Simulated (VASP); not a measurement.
# Mg (Fm-3m) in VASP: settings compared

The runs below take Mg through single point, with r2SCAN, LDA.

Program: VASP 6.6.1. These are calculated values, not measurements. Logs are shortened: lines on timing, memory, paths and dates and some standing lists are left out, and cuts for length are marked.

### 1 The cell of the first run

It takes space group Fm-3m (No. 225, cubic). The conventional cell has a = 4.171 Å, b = 4.171 Å, c = 4.171 Å, α = 90.00°, β = 90.00°, γ = 90.00°. Mg (site symmetry m-3m) has 12 Mg at 2.95 Å within 3.9 Å.

### 2 Single point, r2SCAN

The input, POSCAR:

```
Mg
1.0
    0.0000000000      2.0853280000      2.0853280000
    2.0853280000      0.0000000000      2.0853280000
    2.0853280000      2.0853280000      0.0000000000
Mg
1
Direct
    0.0000000000      0.0000000000      0.0000000000
```

The input, INCAR.step1:

```
SYSTEM = Mg
PREC     = Accurate       ! precision mode
ENCUT    = 660            ! plane-wave cutoff, eV
ISMEAR   = 1              ! smearing method
SIGMA    = 0.0166         ! smearing width, eV
LREAL    = .False.        ! projectors in reciprocal space
LASPH    = .True.         ! aspherical terms in the spheres
NELM     = 120            ! most SCF steps
NBANDS   = 7              ! bands
GGA      = PE             ! functional
ALGO     = Normal         ! electronic algorithm
EDIFF    = 1E-5           ! SCF threshold, eV
LWAVE    = .True.         ! write WAVECAR
LCHARG   = .False.        ! write CHGCAR
GGA_COMPAT= .False.
```

The input, INCAR.step2:

```
SYSTEM = Mg
PREC     = Accurate       ! precision mode
ENCUT    = 660            ! plane-wave cutoff, eV
EDIFF    = 1E-6           ! SCF threshold, eV
ISMEAR   = 1              ! smearing method
SIGMA    = 0.0166         ! smearing width, eV
LREAL    = .False.        ! projectors in reciprocal space
LASPH    = .True.         ! aspherical terms in the spheres
NELM     = 120            ! most SCF steps
ALGO     = Normal         ! electronic algorithm
ISIF     = 2              ! what is computed and relaxed
LWAVE    = .False.        ! write WAVECAR
LCHARG   = .True.         ! write CHGCAR
METAGGA  = R2SCAN         ! meta-GGA
LMIXTAU  = .True.       
LELF     = .True.         ! ELF
LVHAR    = .True.       
NBANDS   = 7              ! bands
ISTART   = 1            
GGA_COMPAT= .False.
```

The input, KPOINTS:

```
regular mesh
0
Gamma
  7 7 7
  0 0 0
```

Potentials or basis: VASP PAW PBE potentials, release 64 (Mg).

The run is started by

```bash
> cat potpaw_PBE.64/Mg/POTCAR > POTCAR
> cp INCAR.step1 INCAR
> mpirun -np 1 vasp_std > vasp.out
> cp INCAR.step2 INCAR
> mpirun -np 1 vasp_std > vasp.out
```

OUTCAR:

```text
SYSTEM = Mg
   PREC = Accurate
   ENCUT = 660
   EDIFF = 1E-6
   ISMEAR = 1
   LREAL = .False.
   LASPH = .True.
   NELM = 120
   ISIF = 2
   METAGGA = R2SCAN
   ISTART = 1

 ion  position               nearest neighbor table
   1  0.000  0.000  0.000-

  LATTYP: Found a face centered cubic cell.
 ALAT       =     4.1706560000

  Lattice vectors:

 A1 = (   0.0000000000,   2.0853280000,   2.0853280000)
 A2 = (   2.0853280000,   0.0000000000,   2.0853280000)
 A3 = (   2.0853280000,   2.0853280000,   0.0000000000)

Analysis of symmetry for initial positions (statically):
=====================================================================
 Subroutine PRICEL returns:
 Original cell was already a primitive cell.

 Routine SETGRP: Setting up the symmetry group for a
 face centered cubic supercell.

 Subroutine GETGRP returns: Found 48 space group operations
 (whereof 48 operations were pure point group operations)
 out of a pool of 48 trial point group operations.

The static configuration has the point symmetry O_h .

Analysis of symmetry for dynamics (positions and initial velocities):
=====================================================================
 Subroutine PRICEL returns:
 Original cell was already a primitive cell.

 Routine SETGRP: Setting up the symmetry group for a
 face centered cubic supercell.

 Subroutine GETGRP returns: Found 48 space group operations
 (whereof 48 operations were pure point group operations)
 out of a pool of 48 trial point group operations.

The dynamic configuration has the point symmetry O_h .

 Subroutine INISYM returns: Found 48 space group operations
 (whereof 48 operations are pure point group operations),
 and found     1 'primitive' translations

----------------------------------------------------------------------------------------

                                     Primitive cell

  volume of cell :      18.1365

  direct lattice vectors                    reciprocal lattice vectors
     0.000000000  2.085328000  2.085328000    -0.239770434  0.239770434  0.239770434
     2.085328000  0.000000000  2.085328000     0.239770434 -0.239770434  0.239770434
     2.085328000  2.085328000  0.000000000     0.239770434  0.239770434 -0.239770434

  length of vectors
     2.949099140  2.949099140  2.949099140     0.415294574  0.415294574  0.415294574

  position of ions in fractional coordinates (direct lattice)
     0.000000000  0.000000000  0.000000000

  ion indices of the primitive-cell ions
   primitive index   ion index
                 1           1

----------------------------------------------------------------------------------------

 KPOINTS: regular mesh

Automatic generation of k-mesh.
 Grid dimensions read from file:
 generate k-points for:    7    7    7

 Generating k-lattice:

  Cartesian coordinates                     Fractional coordinates (reciprocal lattice)
    -0.034252919  0.034252919  0.034252919     0.142857143  0.000000000  0.000000000
     0.034252919 -0.034252919  0.034252919     0.000000000  0.142857143  0.000000000
     0.034252919  0.034252919 -0.034252919     0.000000000  0.000000000  0.142857143

  Length of vectors
     0.059327796  0.059327796  0.059327796

  Shift w.r.t. Gamma in fractional coordinates (k-lattice)
     0.000000000  0.000000000  0.000000000

 Subroutine IBZKPT returns following result:
 ===========================================

 Found     20 irreducible k-points:

 Following reciprocal coordinates:
            Coordinates               Weight
  0.000000  0.000000  0.000000      1.000000
  0.142857  0.000000  0.000000      8.000000
  0.285714  0.000000  0.000000      8.000000
  0.428571  0.000000  0.000000      8.000000
  0.142857  0.142857  0.000000      6.000000
  0.285714  0.142857  0.000000     24.000000
[... 12 lines left out ...]
 -0.428571  0.428571  0.142857     24.000000
 -0.285714  0.428571  0.142857     24.000000
   k-points           NKPTS =     20   k-points in BZ     NKDIM =     20   number of bands    NBANDS=      7
   number of dos      NEDOS =    301   number of ions     NIONS =      1
   total plane-waves  NPLWV =  21952
   dimension x,y,z NGX =    28 NGY =   28 NGZ =   28
   dimension x,y,z NGXF=    56 NGYF=   56 NGZF=   56
   ions per type =               1
   NGX,Y,Z   is equivalent  to a cutoff of  15.78, 15.78, 15.78 a.u.
   NGXF,Y,Z  is equivalent  to a cutoff of  31.57, 31.57, 31.57 a.u.
 SYSTEM =  Mg
   PREC   = accura    normal or accurate (medium, high low for compatibility)
   ISTART =      1    job   : 0-new  1-cont  2-samecut
   ICHARG =      0    charge: 1-file 2-atom 10-const
   ISPIN  =      1    spin polarized calculation?
   LNONCOLLINEAR =      F non collinear calculations
   LSORBIT =      F    spin-orbit coupling
   LASPH  =      T    aspherical Exc in radial PAW
   ENCUT  =  660.0 eV  48.51 Ry    6.96 a.u.   6.18  6.18  6.18*2*pi/ulx,y,z
   NELM   =    120;   NELMIN=  2; NELMDL=  0     # of ELM steps
   EDIFF  = 0.1E-05   stopping-criterion for ELM
   LREAL  =      F    real-space projection
   EDIFFG = 0.1E-04   stopping-criterion for IOM
   NSW    =      0    number of steps for IOM
   IBRION =     -1    ionic relax: 0-MD 1-quasi-New 2-CG
   NFREE  =      0    steps in history (QN), initial steepest desc. (CG)
   ISIF   =      2    stress and relaxation
   ISYM   =      2    0-nonsym 1-usesym 2-fastsym
   POTIM  = 0.5000    time-step for ionic-motion
   TEBEG  =    0.0;   TEEND  =   0.0 temperature during run
   PSTRESS=    0.0 pullay stress
   NELECT =       2.0000    total number of electrons
   NUPDOWN=      -1.0000    fix difference up-down
   EMIN   =  10.00;   EMAX   =-10.00  energy-range for DOS
   EFERMI =   0.00;   METHOD = LEGACY
   ISMEAR =     1;   SIGMA  =   0.02  broadening in eV -4-tet -1-fermi 0-gaus
   EFERMI_NEDOS =   21; number of points for ismear=-14 and -15
   IALGO  =     38    algorithm
   IMIX   =      4    mixing-type and parameters
     AMIX     =   0.40;   BMIX     =  1.00
     AMIX_MAG =   1.60;   BMIX_MAG =  1.00
  volume/ion in A,a.u.               =      18.14       122.39
  Fermi-wavevector in a.u.,A,eV,Ry     =   0.785056  1.483540  8.385439  0.616312
  Thomas-Fermi vector in A             =   1.889314
   LORBIT       =      0    0 simple, 1 ext, 2 COOP (PROOUT), +10 PAW based schemes
   METAGGA = R2SCAN    functional components
   LHFCALC =     F    Hartree Fock is set to
   AEXX    =    0.0000 exact exchange contribution
   IVDW    =     0    specifies the selected vdW correction
   LEPSILON=     F    determine dielectric tensor
   LRPA    =     F    only Hartree local field effects (RPA)
 non-spin polarized calculation
 Methfessel and Paxton  Order N= 1 SIGMA  =   0.02
  energy-cutoff  :      660.00
  volume of cell :       18.14
 maximum number of plane-waves:       725
 NGX is ok and might be reduce to    28
   NGX = 13   NGY = 13   NGZ = 13

 number of electron       2.0000000 magnetization

 Free energy of the ion-electron system (eV)
  ---------------------------------------------------
  ext. energy  EPLUGINS =         0.00000000
  ---------------------------------------------------
  free energy    TOTEN  =        -4.00027078 eV

  energy without entropy =       -4.00030446  energy(sigma->0) =       -4.00028201

 E-fermi :   3.9880     XC(G=0):  -9.8451

 val. band max:        3.9740252818   @ k =  -0.4286   0.4286   0.0000
 cond. band min:       4.2350934959   @ k =   0.4286   0.0000   0.0000
 fundamental gap:      0.2610682141
 Fermi energy:         3.9880005267

 k-point     1 :       0.0000    0.0000    0.0000
  band No.  band energies     occupation
      1      -4.5047      2.00000
      2      18.7717      0.00000
      3      18.7717      0.00000
      4      18.7717      0.00000
      5      21.4514      0.00000
      6      22.4362      0.00000
      7      22.4362      0.00000

 k-point     2 :       0.1429    0.0000    0.0000
  band No.  band energies     occupation
      1      -3.9428      2.00000
      2      14.0843      0.00000
      3      18.2077      0.00000
      4      18.2077      0.00000
      5      21.2643      0.00000
      6      23.4544      0.00000
      7      23.4544      0.00000

 k-point     3 :       0.2857    0.0000    0.0000
  band No.  band energies     occupation
      1      -2.2820      2.00000
      2       8.7604      0.00000
      3      17.5753      0.00000
      4      17.5753      0.00000
      5      20.3491      0.00000
      6      21.4294      0.00000
      7      21.4294      0.00000

 k-point     4 :       0.4286    0.0000    0.0000
  band No.  band energies     occupation
      1       0.3839      2.00000
      2       4.2351     -0.00000
      3      17.3842      0.00000
      4      17.3842      0.00000
      5      19.9428      0.00000
      6      19.9428      0.00000
      7      20.0606      0.00000

 k-point     5 :       0.1429    0.1429    0.0000
  band No.  band energies     occupation
      1      -3.7564      2.00000
      2      15.4505      0.00000
      3      16.4577      0.00000
      4      16.4577      0.00000
      5      19.0999      0.00000
      6      22.1776      0.00000
      7      26.0517      0.00000

 k-point     6 :       0.2857    0.1429    0.0000
  band No.  band energies     occupation
      1      -2.4643      2.00000
      2      10.7931      0.00000
      3      15.4700      0.00000
      4      15.7057      0.00000
      5      17.7926      0.00000
      6      22.2603      0.00000
      7      25.4052      0.00000

 k-point     7 :       0.4286    0.1429    0.0000
  band No.  band energies     occupation
      1      -0.1289      2.00000
      2       6.0602      0.00000
      3      14.0697      0.00000
      4      15.3199      0.00000
      5      17.4739      0.00000
      6      23.3039      0.00000
      7      24.8809      0.00000
[... 81 lines left out ...]
 k-point    16 :      -0.4286    0.4286    0.0000
  band No.  band energies     occupation
      1       3.9740      2.00000
      2       5.1865      0.00000
      3       8.3169      0.00000
      4      13.1506      0.00000
      5      14.1505      0.00000
      6      19.7796      0.00000
      7      31.4746      0.00000

 k-point    17 :       0.4286    0.2857    0.1429
  band No.  band energies     occupation
      1      -0.8359      2.00000
      2       9.2339      0.00000
      3      11.0527      0.00000
      4      14.4056      0.00000
      5      18.8175      0.00000
      6      22.2557      0.00000
      7      23.6496      0.00000

 k-point    18 :      -0.4286    0.2857    0.1429
  band No.  band energies     occupation
      1       1.7707      2.00000
      2       5.4988      0.00000
      3      10.1723      0.00000
      4      12.6859      0.00000
      5      20.2054      0.00000
      6      21.5650      0.00000
      7      25.4494      0.00000

 k-point    19 :      -0.4286    0.4286    0.1429
  band No.  band energies     occupation
      1       2.6289      2.00000
      2       7.3048      0.00000
      3       7.8902      0.00000
      4      10.9711      0.00000
      5      17.5706      0.00000
      6      21.0545      0.00000
      7      26.7097      0.00000

 k-point    20 :      -0.2857    0.4286    0.1429
  band No.  band energies     occupation
      1       4.4778      0.00000
      2       5.2782      0.00000
      3       6.9729      0.00000
      4      10.8476      0.00000
      5      19.5848      0.00000
      6      24.3087      0.00000
      7      24.7909      0.00000

------------------------ aborting loop because EDIFF is reached ----------------------------------------

  FORCE on cell =-STRESS in cart. coord.  units (eV):
  Direction    XX          YY          ZZ          XY          YZ          ZX
  --------------------------------------------------------------------------------------
  -------------------------------------------------------------------------------------
  Total        1.5130258      1.5130258      1.5130258      0.0000000      0.0000000      0.0000000
  in kB      133.6607174    133.6607174    133.6607174      0.0000000      0.0000000      0.0000000
  external PRESSURE =     133.6607174 kB  Pullay stress =       0.0000000 kB

 VOLUME and BASIS-vectors are now :
 -----------------------------------------------------------------------------
  energy-cutoff  :      660.00
  volume of cell :       18.14
      direct lattice vectors                 reciprocal lattice vectors
     0.000000000  2.085328000  2.085328000    -0.239770434  0.239770434  0.239770434
     2.085328000  0.000000000  2.085328000     0.239770434 -0.239770434  0.239770434
     2.085328000  2.085328000  0.000000000     0.239770434  0.239770434 -0.239770434

 POSITION                                       TOTAL-FORCE (eV/Angst)
 -----------------------------------------------------------------------------------
      0.00000      0.00000      0.00000         0.000000      0.000000      0.000000
 -----------------------------------------------------------------------------------
    total drift:                                0.000000     -0.000000     -0.000000

  FREE ENERGIE OF THE ION-ELECTRON SYSTEM (eV)
  ---------------------------------------------------
  free  energy   TOTEN  =        -4.0002707845 eV

  energy  without entropy=       -4.0003044563  energy(sigma->0) =       -4.00028201
```

Wall time 9.4 s (1 thread of Intel Xeon 6975P-C (Granite Rapids), shared host); peak memory 0.16 GiB.

Results:

```
Free energy            : -4.0003 eV
Pressure               : 13.4 GPa
Band gap on the k mesh : zero (band 1 reaches 4.48 eV, above the bottom of band 2 at 3.49 eV)
```

Caveat: the k points lie up to 0.37 Å⁻¹ apart; the PAW data sets were made with another functional, which shifts forces and pressure a little.

[end of part 1 of 2]
